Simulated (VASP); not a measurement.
Set up this calculation in VASP 6.6.1, as the native input.

- Task: single point
- Functional: LDA
- Potentials or basis: VASP PAW LDA potentials, release 64 (H)
- Cutoff: 500 eV
- k mesh: 12 × 12 × 12
- Occupations: gaussian, width 0.01 eV
- Spin: no spin polarisation
- Dipole correction: no
- Further INCAR settings: ALGO = Normal; EDIFF = 1e-06; NBANDS = 8

The structure of H lies in POSCAR:

```
H
1.0
   -1.0583759495      1.0583759495      1.5127072180
    1.0583759495     -1.0583759495      1.5127072180
    1.0583759495      1.0583759495     -1.5127072180
H
2
Direct
    0.8741900755      0.8741900755      0.0000000000
    0.1258099245      0.1258099245      0.0000000000
```

One way to write it, as run:

INCAR

```
SYSTEM = H
ALGO = Normal
EDIFF = 1E-6
ENCUT = 500
GGA = CA
GGA_COMPAT = .FALSE.
ISIF = 2
ISMEAR = 0
LASPH = .TRUE.
LCHARG = .FALSE.
LREAL = .FALSE.
LWAVE = .FALSE.
NBANDS = 8
NELM = 120
PREC = Accurate
SIGMA = 0.01
```

KPOINTS

```
k-points
0
G
  12 12 12
  0 0 0
```

Potentials or basis: VASP PAW LDA potentials, release 64 (H).

Command:

```sh
$ cat potpaw_LDA.64/H/POTCAR > POTCAR
$ mpirun -np 1 vasp_std > vasp.out
```

Results of the run:

```yaml
Pressure: 29.2 GPa
Largest_force: 0.019 eV/Å
Band_gap_on_the_k_mesh: 3.84 eV (least direct gap 4.33 eV)
```

Caveat: the cell stands under pressure.

Run time: 2.2 s on 1 thread of Intel(R) Xeon(R) 6975P-C (Granite Rapids) (shared host), peak memory 0.11 GiB.
